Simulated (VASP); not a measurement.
The system is V.

```xyz
1
Lattice="-1.5144 1.5144 1.5144 1.5144 -1.5144 1.5144 1.5144 1.5144 -1.5144" Properties=species:S:1:pos:R:3 pbc="T T T"
V     0.0000    0.0000    0.0000
```

Base run:

```yaml
Program: VASP 6.6.1
Functional: LDA
Potentials_or_basis: VASP PAW LDA potentials, release 64 (V_sv)
Cutoff: 520 eV
k_mesh: 15 × 15 × 15
Occupations: fermi-dirac, width 0.08 eV
Spin: collinear spin, ferromagnetic start
Starting_moments: "[0.5] μB"
Fixed_moment: 0.5 μB
```

Its results: pressure -16.3 GPa; site moments V +0.41 μB.

Problem. After a change of settings the same cell gave: pressure -7.4 GPa; site moments V +1.16 μB. Which change was it?
A. further incar settings from ALGO = Normal; EDIFF = 1e-07; NBANDS = 16 to ALGO = Normal; EDIFF = 1e-06; NBANDS = 16
B. fixed moment from 0.5 μB to 0.2 μB; moments at the start from [0.5] to [0.2]
C. fixed moment from 0.5 μB to 1.4 μB; moments at the start from [0.5] to [1.4]

Solution. C.

Caveats: the total moment is fixed, so each spin has its own Fermi level.
